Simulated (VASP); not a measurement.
# Ni3Ge (Pm-3m) in VASP: further runs

Ni3Ge is run at these levels: r2SCAN; tasks: single point.

Everything below comes from runs of VASP 6.6.1. Logs are shortened: lines on timing, memory, paths and dates and some standing lists are left out, and cuts for length are marked.

## (1) The cell of the first run

It takes space group Pm-3m (No. 221, cubic). Conventional cell: a = 3.423 Å, b = 3.423 Å, c = 3.423 Å, α = 90.00°, β = 90.00°, γ = 90.00°. Ni (site symmetry 4/mmm) has 8 Ni at 2.42 Å and 4 Ge at 2.42 Å within 3.2 Å. Within 3.2 Å of Ge (site symmetry m-3m) lie 12 Ni at 2.42 Å.

## (2) Single point, r2SCAN (volume scaled by 0.91)

The input, POSCAR:

```
Ni3Ge
1.0
    3.4232898507      0.0000000000      0.0000000000
    0.0000000000      3.4232898507      0.0000000000
    0.0000000000      0.0000000000      3.4232898507
Ni Ge
3 1
Direct
    0.5000000000      0.0000000000      0.5000000000
    0.0000000000      0.5000000000      0.5000000000
    0.5000000000      0.5000000000      0.0000000000
    0.0000000000      0.0000000000      0.0000000000
```

The input, INCAR.step1:

```
SYSTEM = Ni3Ge
  ALGO = Normal
  EDIFF = 1E-4
  ENCUT = 520
  GGA = PE
  ISMEAR = 0
  LASPH = .TRUE.
  LCHARG = .FALSE.
  LREAL = .FALSE.
  LWAVE = .TRUE.
  NBANDS = 30
  NELM = 60
  PREC = Accurate
  SIGMA = 0.1
```

The input, INCAR.step2:

```
SYSTEM = Ni3Ge
  ALGO = Normal
  EDIFF = 1E-6
  ENCUT = 520
  ISIF = 2
  ISMEAR = 0
  ISTART = 1
  LASPH = .TRUE.
  LCHARG = .FALSE.
  LMIXTAU = .TRUE.
  LREAL = .FALSE.
  LWAVE = .FALSE.
  METAGGA = R2SCAN
  NBANDS = 30
  NELM = 60
  PREC = Accurate
  SIGMA = 0.1
```

The input, KPOINTS:

```
k-points
0
G
  12 12 12
  0 0 0
```

Potentials or basis: VASP PAW PBE potentials, release 64 (Ni, Ge_d).

Run with:

```
cat potpaw_PBE.64/Ni/POTCAR potpaw_PBE.64/Ge_d/POTCAR > POTCAR
cp INCAR.step1 INCAR
mpirun -np 1 vasp_std > vasp.out
cp INCAR.step2 INCAR
mpirun -np 1 vasp_std > vasp.out
```

OUTCAR:

```text
SYSTEM = Ni3Ge
   EDIFF = 1E-6
   ENCUT = 520
   ISIF = 2
   ISMEAR = 0
   ISTART = 1
   LASPH = .TRUE.
   LREAL = .FALSE.
   METAGGA = R2SCAN
   NELM = 60
   PREC = Accurate

 ion  position               nearest neighbor table
   1  0.500  0.000  0.500-   2 2.42   3 2.42   4 2.42   3 2.42   4 2.42   2 2.42   3 2.42   3 2.42
                             2 2.42   4 2.42   4 2.42   2 2.42
   2  0.000  0.500  0.500-   1 2.42   3 2.42   4 2.42   3 2.42   4 2.42   1 2.42   4 2.42   4 2.42
                             1 2.42   3 2.42   3 2.42   1 2.42
   3  0.500  0.500  0.000-   1 2.42   2 2.42   4 2.42   1 2.42   2 2.42   1 2.42   4 2.42   1 2.42
                             2 2.42   4 2.42   2 2.42   4 2.42
   4  0.000  0.000  0.000-   1 2.42   2 2.42   3 2.42   1 2.42   2 2.42   2 2.42   3 2.42   2 2.42
                             1 2.42   3 2.42   1 2.42   3 2.42

  LATTYP: Found a simple cubic cell.
 ALAT       =     3.4232898507

  Lattice vectors:

 A1 = (   3.4232898507,   0.0000000000,   0.0000000000)
 A2 = (   0.0000000000,   3.4232898507,   0.0000000000)
 A3 = (   0.0000000000,   0.0000000000,   3.4232898507)

Analysis of symmetry for initial positions (statically):
=====================================================================
 Subroutine PRICEL returns:
 Original cell was already a primitive cell.

 Routine SETGRP: Setting up the symmetry group for a
 simple cubic supercell.

 Subroutine GETGRP returns: Found 48 space group operations
 (whereof 48 operations were pure point group operations)
 out of a pool of 48 trial point group operations.

The static configuration has the point symmetry O_h .

Analysis of symmetry for dynamics (positions and initial velocities):
=====================================================================
 Subroutine PRICEL returns:
 Original cell was already a primitive cell.

 Routine SETGRP: Setting up the symmetry group for a
 simple cubic supercell.

 Subroutine GETGRP returns: Found 48 space group operations
 (whereof 48 operations were pure point group operations)
 out of a pool of 48 trial point group operations.

The dynamic configuration has the point symmetry O_h .

 Subroutine INISYM returns: Found 48 space group operations
 (whereof 48 operations are pure point group operations),
 and found     1 'primitive' translations
[... 89 lines left out ...]
 SYSTEM =  Ni3Ge
   PREC   = accura    normal or accurate (medium, high low for compatibility)
   ISTART =      1    job   : 0-new  1-cont  2-samecut
   ICHARG =      0    charge: 1-file 2-atom 10-const
   ISPIN  =      1    spin polarized calculation?
   LNONCOLLINEAR =      F non collinear calculations
   LSORBIT =      F    spin-orbit coupling
   LASPH  =      T    aspherical Exc in radial PAW
   ENCUT  =  520.0 eV  38.22 Ry    6.18 a.u.   6.37  6.37  6.37*2*pi/ulx,y,z
   NELM   =     60;   NELMIN=  2; NELMDL=  0     # of ELM steps
   EDIFF  = 0.1E-05   stopping-criterion for ELM
   LREAL  =      F    real-space projection
   EDIFFG = 0.1E-04   stopping-criterion for IOM
   NSW    =      0    number of steps for IOM
   IBRION =     -1    ionic relax: 0-MD 1-quasi-New 2-CG
   NFREE  =      0    steps in history (QN), initial steepest desc. (CG)
   ISIF   =      2    stress and relaxation
   ISYM   =      2    0-nonsym 1-usesym 2-fastsym
   POTIM  = 0.5000    time-step for ionic-motion
   TEBEG  =    0.0;   TEEND  =   0.0 temperature during run
   PSTRESS=    0.0 pullay stress
   NELECT =      44.0000    total number of electrons
   NUPDOWN=      -1.0000    fix difference up-down
   EMIN   =  10.00;   EMAX   =-10.00  energy-range for DOS
   EFERMI =   0.00;   METHOD = LEGACY
   ISMEAR =     0;   SIGMA  =   0.10  broadening in eV -4-tet -1-fermi 0-gaus
   EFERMI_NEDOS =   21; number of points for ismear=-14 and -15
   IALGO  =     38    algorithm
   IMIX   =      4    mixing-type and parameters
     AMIX     =   0.40;   BMIX     =  1.00
     AMIX_MAG =   1.60;   BMIX_MAG =  1.00
  volume/ion in A,a.u.               =      10.03        67.68
  Fermi-wavevector in a.u.,A,eV,Ry     =   1.688296  3.190418 38.781299  2.850345
  Thomas-Fermi vector in A             =   2.770628
   LORBIT       =      0    0 simple, 1 ext, 2 COOP (PROOUT), +10 PAW based schemes
   METAGGA = R2SCAN    functional components
   LHFCALC =     F    Hartree Fock is set to
   AEXX    =    0.0000 exact exchange contribution
   IVDW    =     0    specifies the selected vdW correction
   LEPSILON=     F    determine dielectric tensor
   LRPA    =     F    only Hartree local field effects (RPA)
 non-spin polarized calculation
 Gauss-broadening in eV      SIGMA  =   0.10
  energy-cutoff  :      520.00
  volume of cell :       40.12
 maximum number of plane-waves:      1108
 NGX is ok and might be reduce to    28
   NGX = 13   NGY = 13   NGZ = 13

 number of electron      44.0000006 magnetization

 Free energy of the ion-electron system (eV)
  ---------------------------------------------------
  ext. energy  EPLUGINS =         0.00000000
  ---------------------------------------------------
  free energy    TOTEN  =       -50.45560189 eV

  energy without entropy =      -50.44555809  energy(sigma->0) =      -50.45057999

 E-fermi :  11.6166     XC(G=0): -15.4066

 val. band max:       11.5943741160   @ k =   0.0833   0.0833   0.0833
 cond. band min:      11.6175735623   @ k =   0.4167   0.4167   0.3333
 fundamental gap:      0.0231994463
 Fermi energy:        11.6166016358

 k-point     1 :       0.0000    0.0000    0.0000
  band No.  band energies     occupation
      1     -13.9225      2.00000
      2     -13.9225      2.00000
      3     -13.9008      2.00000
      4     -13.9008      2.00000
      5     -13.9008      2.00000
      6      -2.2914      2.00000
[... 781 lines left out ...]
     29      22.7756      0.00000
     30      24.0794      0.00000

 [... further k-points ...]
[... 5 lines left out ...]
  --------------------------------------------------------------------------------------
  -------------------------------------------------------------------------------------
  Total        6.4397767      6.4397767      6.4397767      0.0000000     -0.0000000      0.0000000
  in kB      257.1878062    257.1878062    257.1878062      0.0000000     -0.0000000      0.0000000
  external PRESSURE =     257.1878062 kB  Pullay stress =       0.0000000 kB

 VOLUME and BASIS-vectors are now :
 -----------------------------------------------------------------------------
  energy-cutoff  :      520.00
  volume of cell :       40.12
      direct lattice vectors                 reciprocal lattice vectors
     3.423289851  0.000000000  0.000000000     0.292116661  0.000000000  0.000000000
     0.000000000  3.423289851  0.000000000     0.000000000  0.292116661  0.000000000
     0.000000000  0.000000000  3.423289851     0.000000000  0.000000000  0.292116661

 POSITION                                       TOTAL-FORCE (eV/Angst)
 -----------------------------------------------------------------------------------
      1.71164      0.00000      1.71164         0.000000      0.000000      0.000000
      0.00000      1.71164      1.71164         0.000000      0.000000      0.000000
      1.71164      1.71164      0.00000         0.000000      0.000000      0.000000
      0.00000      0.00000      0.00000         0.000000      0.000000      0.000000
 -----------------------------------------------------------------------------------
    total drift:                                0.000000      0.000000      0.000000

  FREE ENERGIE OF THE ION-ELECTRON SYSTEM (eV)
  ---------------------------------------------------
  free  energy   TOTEN  =       -50.4556018919 eV

  energy  without entropy=      -50.4455580946  energy(sigma->0) =      -50.45057999
```

OUTCAR.step1:

```text
SYSTEM = Ni3Ge
   EDIFF = 1E-4
   ENCUT = 520
   GGA = PE
   ISMEAR = 0
[... 1025 lines left out ...]
      1.71164      0.00000      1.71164         0.000000      0.000000      0.000000
      0.00000      1.71164      1.71164         0.000000      0.000000      0.000000
      1.71164      1.71164      0.00000         0.000000      0.000000      0.000000
      0.00000      0.00000      0.00000         0.000000      0.000000      0.000000
 -----------------------------------------------------------------------------------
    total drift:                                0.000000      0.000000      0.000000

  FREE ENERGIE OF THE ION-ELECTRON SYSTEM (eV)
  ---------------------------------------------------
  free  energy   TOTEN  =       -21.5530162554 eV

  energy  without entropy=      -21.5433449305  energy(sigma->0) =      -21.54818059
```

Wall time 2.8 min (1 thread of Intel Xeon 6975P-C (Granite Rapids), shared host); peak memory 0.22 GiB.

What came out:

```
Free energy            : -50.4556 eV
Pressure               : 25.7 GPa
Band gap on the k mesh : zero (band 22 reaches 11.67 eV, above the bottom of band 23 at 11.37 eV)
```

Caveat: the PAW data sets were made with another functional, which shifts forces and pressure a little.

[end of part 1 of 2]
